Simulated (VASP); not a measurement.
# ScHg: single point with LDA

ScHg:

```xyz
2
Lattice="3.5030 0.0000 0.0000 0.0000 3.5030 0.0000 0.0000 0.0000 3.5030" Properties=species:S:1:pos:R:3 pbc="T T T"
Sc    1.7515    1.7515    1.7515
Hg    0.0000    0.0000    0.0000
```

- Program: VASP 6.6.1
- Task: single point
- Functional: LDA
- Potentials or basis: VASP PAW LDA potentials, release 64 (Sc_sv, Hg)
- Cutoff: 520 eV
- k mesh: 8 × 8 × 8
- Occupations: methfessel-paxton, width 0.1 eV
- Spin: no spin polarisation
- Dipole correction: no
- Further INCAR settings: ALGO = Normal; EDIFF = 1e-07; NBANDS = 18

| Property | Result |
| --- | --- |
| Pressure | -5.1 GPa |

Levels at points of the mesh, in eV from the Fermi level:
```tsv
k point	band 9	band 10	band 11	band 12	band 13	band 14	band 15	band 16
(0.00, 0.00, 0.00)	-7.14	-7.14	0.26	0.26	2.34	2.34	2.34	4.88
(0.50, 0.00, 0.00)	-7.06	-5.05	-3.80	-0.05	0.73	0.73	2.14	3.00
(0.50, 0.50, 0.00)	-6.65	-4.07	-0.94	-0.94	0.51	1.94	1.94	2.80
(0.50, 0.50, 0.50)	-6.63	-1.75	-1.75	-1.75	-0.96	2.85	2.85	5.38
```

Wall time 24 s on 1 thread of Intel(R) Xeon(R) Platinum 8488C (Sapphire Rapids), with other jobs on the host, peak memory 0.16 GiB.

Caveat: spin-orbit coupling is left out, which moves the levels of the heavy elements.
